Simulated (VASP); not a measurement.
# Hf: single point with PBEsol

Hf:

```
CELL_PARAMETERS angstrom
2.97606 0.00000 0.00000
0.00000 2.97606 0.00000
0.00000 0.00000 2.97606
ATOMIC_POSITIONS crystal
Hf 0.00000 0.00000 0.00000
```

This isn't the form of Hf at room conditions, which is hcp.

| Property | Result |
| --- | --- |
| Program | VASP 6.6.1 |
| Task | single point |
| Functional | PBEsol |
| Potentials or basis | VASP PAW PBE potentials, release 64 (Hf_pv) |
| Cutoff | 520 eV |
| k mesh | 12 × 12 × 12 |
| Occupations | fermi-dirac, width 0.1 eV |
| Spin | no spin polarisation |
| Dipole correction | no |
| Further INCAR settings | ALGO = Normal; EDIFF = 1e-07; NBANDS = 11 |

```
Pressure               : -7.5 GPa
Band gap on the k mesh : zero (bands 5 and 6 overlap by 2.13 eV)
```

Levels at points of the mesh, in eV from the Fermi level:
| k point | band 1 | band 2 | band 3 | band 4 | band 5 | band 6 | band 7 | band 8 | band 9 | band 10 |
| --- | --- | --- | --- | --- | --- | --- | --- | --- | --- | --- |
| (0.00, 0.00, 0.00) | -30.14 | -30.14 | -30.14 | -6.30 | -1.27 | -1.27 | 6.02 | 6.02 | 6.02 | 12.27 |
| (0.50, 0.00, 0.00) | -30.90 | -30.07 | -30.07 | -3.11 | -0.44 | -0.14 | 2.91 | 2.91 | 6.35 | 8.83 |
| (0.50, 0.50, 0.00) | -30.80 | -30.80 | -30.01 | -2.55 | -0.66 | 3.57 | 3.57 | 4.09 | 4.09 | 8.07 |
| (0.50, 0.50, 0.50) | -30.71 | -30.71 | -30.71 | -1.10 | -1.10 | -1.10 | 6.92 | 8.29 | 8.29 | 9.13 |

It took 10 s on 1 thread of Intel(R) Xeon(R) Platinum 8375C CPU @ 2.90GHz (Ice Lake), with other jobs on the host, peak memory 0.15 GiB.

Caveat: the cell stands under tension; the PAW data sets were made with another functional, which shifts forces and pressure a little; spin-orbit coupling is left out, which moves the levels of the heavy elements.
